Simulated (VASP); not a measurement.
# TiB2 (P6/mmm) in VASP: notebook

The runs below take TiB2 through single point, with LDA.

Program: VASP 6.6.1. These are calculated values, not measurements. Logs are shortened: lines on timing, memory, paths and dates and some standing lists are left out, and cuts for length are marked.

**1. The cell of the first run**

The structure is hexagonal, space group P6/mmm (No. 191). The conventional cell has a = 3.029 Å, b = 3.029 Å, c = 3.228 Å, α = 90.00°, β = 90.00°, γ = 120.00°. Ti (site symmetry 6/mmm) has 12 B at 2.38 Å and 6 Ti at 3.03 Å within 3.1 Å. Within 2.3 Å of B (site symmetry -6m2) lie 3 B at 1.75 Å.

**2. Single point, LDA**

Contents of INCAR:

```
  ALGO = Normal
  EDIFF = 1E-6
  ENCUT = 500
  GGA_COMPAT = F
  ISIF = 2
  ISMEAR = 0
  LASPH = T
  LCHARG = F
  LREAL = F
  LWAVE = F
  NBANDS = 16
  NELM = 120
  PREC = Accurate
  SIGMA = 0.05
```

Contents of KPOINTS:

```
k-points
0
Gamma
  11 11 9
```

Contents of POSCAR:

```
TiB2
1.0
    3.0292000000      0.0000000000      0.0000000000
   -1.5146000000      2.6233640000      0.0000000000
    0.0000000000      0.0000000000      3.2284000000
Ti B
1 2
Direct
    0.0000000000      0.0000000000      0.0000000000
    0.3333333333      0.6666666667      0.5000000000
    0.6666666667      0.3333333333      0.5000000000
```

Potentials or basis: VASP PAW LDA potentials, release 64 (Ti_sv, B).

Command:

```console
$ cat potpaw_LDA.64/Ti_sv/POTCAR potpaw_LDA.64/B/POTCAR > POTCAR
$ mpirun -np 1 vasp_std > vasp.out
```

OUTCAR:

```text
EDIFF = 1E-6
   ENCUT = 500
   ISIF = 2
   ISMEAR = 0
   LASPH = T
   LREAL = F
   NELM = 120
   PREC = Accurate

 ion  position               nearest neighbor table
   1  0.000  0.000  0.000-   2 2.38   2 2.38   3 2.38   3 2.38   2 2.38   3 2.38   2 2.38   3 2.38
                             3 2.38   3 2.38   2 2.38   2 2.38
   2  0.333  0.667  0.500-   3 1.75   3 1.75   3 1.75   1 2.38   1 2.38   1 2.38   1 2.38   1 2.38
                             1 2.38
   3  0.667  0.333  0.500-   2 1.75   2 1.75   2 1.75   1 2.38   1 2.38   1 2.38   1 2.38   1 2.38
                             1 2.38

  LATTYP: Found a hexagonal cell.
 ALAT       =     3.0292000000
 C/A-ratio  =     1.0657599366

  Lattice vectors:

 A1 = (   3.0292000000,   0.0000000000,   0.0000000000)
 A2 = (  -1.5146000000,   2.6233640000,   0.0000000000)
 A3 = (   0.0000000000,   0.0000000000,   3.2284000000)

Analysis of symmetry for initial positions (statically):
=====================================================================
 Subroutine PRICEL returns:
 Original cell was already a primitive cell.

 Routine SETGRP: Setting up the symmetry group for a
 hexagonal supercell.

 Subroutine GETGRP returns: Found 24 space group operations
 (whereof 24 operations were pure point group operations)
 out of a pool of 24 trial point group operations.

The static configuration has the point symmetry D_6h.

Analysis of symmetry for dynamics (positions and initial velocities):
=====================================================================
 Subroutine PRICEL returns:
 Original cell was already a primitive cell.

 Routine SETGRP: Setting up the symmetry group for a
 hexagonal supercell.

 Subroutine GETGRP returns: Found 24 space group operations
 (whereof 24 operations were pure point group operations)
 out of a pool of 24 trial point group operations.

The dynamic configuration has the point symmetry D_6h.

 Subroutine INISYM returns: Found 24 space group operations
 (whereof 24 operations are pure point group operations),
 and found     1 'primitive' translations

----------------------------------------------------------------------------------------

                                     Primitive cell

  volume of cell :      25.6551

  direct lattice vectors                    reciprocal lattice vectors
     3.029200000  0.000000000  0.000000000     0.330120164  0.190594977  0.000000000
[... 76 lines left out ...]
   NGX,Y,Z   is equivalent  to a cutoff of  13.17, 13.17, 12.36 a.u.
   NGXF,Y,Z  is equivalent  to a cutoff of  26.34, 26.34, 24.72 a.u.
 SYSTEM =  unknown system
   PREC   = accura    normal or accurate (medium, high low for compatibility)
   ISTART =      0    job   : 0-new  1-cont  2-samecut
   ICHARG =      2    charge: 1-file 2-atom 10-const
   ISPIN  =      1    spin polarized calculation?
   LNONCOLLINEAR =      F non collinear calculations
   LSORBIT =      F    spin-orbit coupling
   LASPH  =      T    aspherical Exc in radial PAW
   ENCUT  =  500.0 eV  36.75 Ry    6.06 a.u.   5.52  5.52  5.89*2*pi/ulx,y,z
   NELM   =    120;   NELMIN=  2; NELMDL= -5     # of ELM steps
   EDIFF  = 0.1E-05   stopping-criterion for ELM
   LREAL  =      F    real-space projection
[... 7 lines left out ...]
   TEBEG  =    0.0;   TEEND  =   0.0 temperature during run
   PSTRESS=    0.0 pullay stress
   NELECT =      18.0000    total number of electrons
   NUPDOWN=      -1.0000    fix difference up-down
   EMIN   =  10.00;   EMAX   =-10.00  energy-range for DOS
   EFERMI =   0.00;   METHOD = LEGACY
   ISMEAR =     0;   SIGMA  =   0.05  broadening in eV -4-tet -1-fermi 0-gaus
   EFERMI_NEDOS =   21; number of points for ismear=-14 and -15
   IALGO  =     38    algorithm
   IMIX   =      4    mixing-type and parameters
     AMIX     =   0.40;   BMIX     =  1.00
     AMIX_MAG =   1.60;   BMIX_MAG =  1.00
  volume/ion in A,a.u.               =       8.55        57.71
  Fermi-wavevector in a.u.,A,eV,Ry     =   1.454703  2.748990 28.792123  2.116161
  Thomas-Fermi vector in A             =   2.571823
   LORBIT       =      0    0 simple, 1 ext, 2 COOP (PROOUT), +10 PAW based schemes
   GGA     = CA    functional components
   LHFCALC =     F    Hartree Fock is set to
   AEXX    =    0.0000 exact exchange contribution
   IVDW    =     0    specifies the selected vdW correction
   LEPSILON=     F    determine dielectric tensor
   LRPA    =     F    only Hartree local field effects (RPA)
 non-spin polarized calculation
 Gauss-broadening in eV      SIGMA  =   0.05
  energy-cutoff  :      500.00
  volume of cell :       25.66
 maximum number of plane-waves:       678
 NGX is ok and might be reduce to    24
   NGX = 11   NGY = 11   NGZ = 11

 number of electron      18.0000002 magnetization

 Free energy of the ion-electron system (eV)
  ---------------------------------------------------
  ext. energy  EPLUGINS =         0.00000000
  ---------------------------------------------------
  free energy    TOTEN  =       -26.88320996 eV

  energy without entropy =      -26.88253625  energy(sigma->0) =      -26.88287310

 E-fermi :   9.8916     XC(G=0): -12.9525

 val. band max:        9.8729738805   @ k =   0.1818   0.1818   0.1111
 cond. band min:       9.9006600173   @ k =   0.0909   0.0000   0.3333
 fundamental gap:      0.0276861368
 Fermi energy:         9.8915829087

 k-point     1 :       0.0000    0.0000    0.0000
  band No.  band energies     occupation
      1     -46.3252      2.00000
      2     -23.0658      2.00000
      3     -22.7442      2.00000
      4     -22.7442      2.00000
      5      -3.3733      2.00000
      6       7.3326      2.00000
[... 433 lines left out ...]
      3     -22.9343      2.00000
      4     -22.7950      2.00000
      5      -2.1708      2.00000
      6       5.1071      2.00000
[... 8 lines left out ...]
     15      17.8458      0.00000
     16      18.9794      0.00000

 [... further k-points ...]
[... 5 lines left out ...]
  --------------------------------------------------------------------------------------
  -------------------------------------------------------------------------------------
  Total       -1.6358101     -1.6358099     -1.8981896      0.0000000      0.0000000     -0.0000000
  in kB     -102.1573514   -102.1573394   -118.5431166      0.0000000      0.0000000     -0.0000000
  external PRESSURE =    -107.6192691 kB  Pullay stress =       0.0000000 kB

 VOLUME and BASIS-vectors are now :
 -----------------------------------------------------------------------------
  energy-cutoff  :      500.00
  volume of cell :       25.66
      direct lattice vectors                 reciprocal lattice vectors
     3.029200000  0.000000000  0.000000000     0.330120164  0.190594977  0.000000000
    -1.514600000  2.623364000  0.000000000     0.000000000  0.381189953  0.000000000
     0.000000000  0.000000000  3.228400000     0.000000000  0.000000000  0.309750960

 POSITION                                       TOTAL-FORCE (eV/Angst)
 -----------------------------------------------------------------------------------
      0.00000      0.00000      0.00000        -0.000000      0.000000      0.000000
     -0.00000      1.74891      1.61420        -0.000000      0.000000     -0.000000
      1.51460      0.87445      1.61420         0.000000     -0.000000      0.000000
 -----------------------------------------------------------------------------------
    total drift:                               -0.000000      0.000000      0.000000

  FREE ENERGIE OF THE ION-ELECTRON SYSTEM (eV)
  ---------------------------------------------------
  free  energy   TOTEN  =       -26.8832099590 eV

  energy  without entropy=      -26.8825362471  energy(sigma->0) =      -26.88287310
```

stdout:

```text
POSCAR found type information on POSCAR TiB
 POSCAR found :  2 types and       3 ions
 scaLAPACK will be used
 LDA part: xc-table for (Slater(with rela. corr.)+CA(PZ))
 , standard interpolation
 POSCAR, INCAR and KPOINTS ok, starting setup
 FFT: planning ... GRIDC
 FFT: planning ... GRID_SOFT
 FFT: planning ... GRID
 WAVECAR not read
 entering main loop
```

Wall time 19 s (1 thread of Intel Xeon Platinum 8375C at 2.90GHz (Ice Lake), shared host); peak memory 0.15 GiB.

What came out:

```
Free energy            : -26.8832 eV
Pressure               : -10.8 GPa
Band gap on the k mesh : zero (band 9 reaches 10.10 eV, above the bottom of band 10 at 9.65 eV)
```

**3. Single point, LDA**

Contents of INCAR:

```
SYSTEM = TiB2
  ALGO = Normal
  EDIFF = 1E-6
  ENCUT = 500
  GGA_COMPAT = .FALSE.
  ISIF = 2
  ISMEAR = 0
  LASPH = .TRUE.
  LCHARG = .FALSE.
  LREAL = .FALSE.
  LWAVE = .FALSE.
  NBANDS = 16
  NELM = 120
  PREC = Accurate
  SIGMA = 0.05
```

Contents of KPOINTS:

```
k-points
0
G
  11 11 9
  0 0 0
```

POSCAR is that of step 2.

Potentials or basis: VASP PAW LDA potentials, release 64 (Ti_sv, B).

Command:

```console
$ cat potpaw_LDA.64/Ti_sv/POTCAR potpaw_LDA.64/B/POTCAR > POTCAR
$ mpirun -np 1 vasp_std > vasp.out
```

It took 17 s on 1 thread of Intel Xeon Platinum 8375C at 2.90GHz (Ice Lake), shared host; peak memory 0.15 GiB.

It converged, with:

```
Free energy            : -26.8832 eV
Pressure               : -10.8 GPa
Band gap on the k mesh : zero (band 9 reaches 10.10 eV, above the bottom of band 10 at 9.65 eV)
```

Stress tensor (GPa, compression positive):
```
-10.22   0.00   0.00
  0.00 -10.22   0.00
  0.00   0.00 -11.85
```

Levels at points of the mesh, in eV from the Fermi level:
| k point | band 7 | band 8 | band 9 | band 10 | band 11 | band 12 |
| --- | --- | --- | --- | --- | --- | --- |
| (0.00, 0.00, 0.00) | -2.56 | -2.23 | -2.09 | 1.90 | 1.90 | 3.66 |
